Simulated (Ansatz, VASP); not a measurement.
One calculation of Zn, two programs

```
Zn
1.0
     4.57543    0.00000    0.00000
    -2.28772    3.96244    0.00000
     0.00000    0.00000    2.57323
Zn
3
Direct
  0.00000 0.00000 0.00000
  0.33333 0.66667 0.50000
  0.66667 0.33333 0.50000
```

Alike in both runs: task single point; functional BLYP; k mesh 9 × 9 × 13; occupations fermi-dirac, width 0.1 eV; no spin polarisation.

|  | VASP | Ansatz |
| --- | --- | --- |
| version | VASP 6.6.1 | Ansatz 0.2.0 |
| potentials or method | VASP PAW PBE potentials, release 64 (Zn), cutoff 520 eV | plane waves (420 eV) with PAW, scalar-relativistic |
| valence electrons in the cell | 36 | 36 |

```tsv
	VASP	Ansatz	Ansatz less VASP
pressure (GPa)	7.0	6.7	-0.27
traceless stress, the component that is largest in VASP (GPa)	1.17	1.04	-0.131
```

VASP's potentials were made for PBE, not for BLYP. The functional is the same, so the differences come from potentials, cutoffs and numerics.
